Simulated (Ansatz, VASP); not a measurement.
**One calculation of Ti3Al4Ni, two programs**

```
Ti Al Ni
1.0
     5.82000    0.00000    0.00000
     0.00000    5.82000    0.00000
     0.00000    0.00000    3.61965
Ti Al Ni
3 4 1
Direct
  0.00000 0.00000 0.50000
  0.00000 0.50000 0.50000
  0.50000 0.00000 0.50000
  0.73150 0.73150 0.00000
  0.73150 0.26850 0.00000
  0.26850 0.73150 0.00000
  0.26850 0.26850 0.00000
  0.50000 0.50000 0.50000
```

Alike in both runs: functional PBE; k mesh 6 × 6 × 10; occupations gaussian, width 0.1 eV; no spin polarisation.

Ansatz relaxed the structure, and its values are those at the end. VASP's run is a single point on that final structure, the one shown.

|  | VASP | Ansatz |
| --- | --- | --- |
| version | VASP 6.6.1 | Ansatz 0.2.0 |
| potentials or method | VASP PAW PBE potentials, release 64 (Ti_sv, Al, Ni), cutoff 520 eV | scalar-relativistic, plane waves, PAW |
| valence electrons in the cell | 58 | 66 |

```tsv
	VASP	Ansatz	Ansatz less VASP
gap on the k mesh at the Fermi level (eV)	none	none	-
pressure (GPa)	0.0	0.0	+0.01
rms of the force components (eV/Å)	0.003	0.000	-0.0031
```

A gap of «none» marks a metal or a gap that the smearing closes. VASP's potentials hold 58 valence electrons a cell and Ansatz's 66, so a difference there can come from the potentials and not from the codes.
